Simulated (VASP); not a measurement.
Crystal: MgZn4O.

```xyz
6
Lattice="2.9500 0.0000 0.0000 -1.4750 2.5548 0.0000 0.0000 0.0000 10.6700" Properties=species:S:1:pos:R:3 pbc="T T T"
Mg    0.0000    1.7032    1.0670
Zn    1.4750    0.8516    9.6030
Zn    0.0000    1.7032    5.5484
Zn    0.0000    0.0000    7.5757
Zn    0.0000    0.0000    3.4144
O     0.0000    0.0000    0.0000
```

```yaml
Program: VASP 6.6.1
Task: relaxation of cell and atoms
Functional: PBE
Potentials_or_basis: VASP PAW PBE potentials, release 64 (Mg, Zn, O)
Cutoff: 600 eV
k_mesh: 6 × 6 × 2
Occupations: gaussian, width 0.2 eV
Spin: no spin polarisation
```

At the start: pressure 12.6 GPa; volume 13.40 Å³/atom.

Task: Where does the relaxation end?

Result: Over 10 steps the energy falls by 169.8 meV/atom and the volume is 14.80 Å³/atom (+10.4 %); space group P3m1 (No. 156, to 0.05 Å).

Step by step:
```csv
step,energy change (eV),largest force (eV/Å),pressure (GPa),volume (Å³)
1,0.0000,3.7900,12.60,80.42
2,-0.7940,0.8482,-3.98,93.31
3,-0.8203,0.9026,-2.14,91.04
4,-0.9095,0.6379,-1.01,89.23
5,-0.9750,0.4537,1.84,86.05
6,-1.0078,0.2194,0.44,87.74
7,-1.0139,0.1452,-0.38,88.92
8,-1.0178,0.0828,0.11,88.65
9,-1.0178,0.0826,0.12,88.65
10,-1.0186,0.0435,-0.04,88.82
```

Final structure:
```
CELL_PARAMETERS angstrom
3.03255 0.00000 0.00000
-1.51627 2.62626 0.00000
0.00000 0.00000 11.15181
ATOMIC_POSITIONS crystal
Mg 0.33333 0.66667 0.10901
Zn 0.66667 0.33333 0.87441
Zn 0.33333 0.66667 0.51760
Zn 0.00000 0.00000 0.69372
Zn 0.00000 0.00000 0.33044
O 0.00000 0.00000 0.02481
```

Caveat: the k points lie up to 0.40 Å⁻¹ apart in the final cell; the relaxation stopped at a loose force limit of 0.08 eV/Å, so its end isn't a converged minimum.
